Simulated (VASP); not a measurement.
## Mo: single point with PBE

Crystal: Mo.

```
CELL_PARAMETERS angstrom
5.04249 0.00000 0.00000
0.00000 5.04249 0.00000
0.00000 0.00000 5.04249
ATOMIC_POSITIONS crystal
Mo 0.00000 0.00000 0.00000
Mo 0.50000 0.50000 0.50000
Mo 0.25000 0.00000 0.50000
Mo 0.75000 0.00000 0.50000
Mo 0.50000 0.25000 0.00000
Mo 0.50000 0.75000 0.00000
Mo 0.00000 0.50000 0.25000
Mo 0.00000 0.50000 0.75000
```

```json
{
  "Program": "VASP 6.6.1",
  "Task": "single point",
  "Functional": "PBE",
  "Potentials or basis": "VASP PAW PBE potentials, release 64 (Mo_sv)",
  "Cutoff": "520 eV",
  "k mesh": "7 × 7 × 7",
  "Occupations": "fermi-dirac, width 0.1 eV",
  "Spin": "no spin polarisation"
}
```

| Item | Value |
| --- | --- |
| Pressure | 0.9 GPa |
| Band gap on the k mesh | zero (band 56 reaches 12.10 eV, above the bottom of band 57 at 11.41 eV) |

Levels at points of the mesh, in eV from the Fermi level:
| k point | band 53 | band 54 | band 55 | band 56 | band 57 | band 58 | band 59 | band 60 |
| --- | --- | --- | --- | --- | --- | --- | --- | --- |
| (0.00, 0.00, 0.00) | -0.94 | -0.94 | -0.52 | -0.52 | -0.52 | 1.19 | 1.19 | 1.19 |

It took 2.1 min on 1 thread of Intel(R) Xeon(R) Platinum 8559C (Emerald Rapids), on a shared host, peak memory 0.29 GiB.
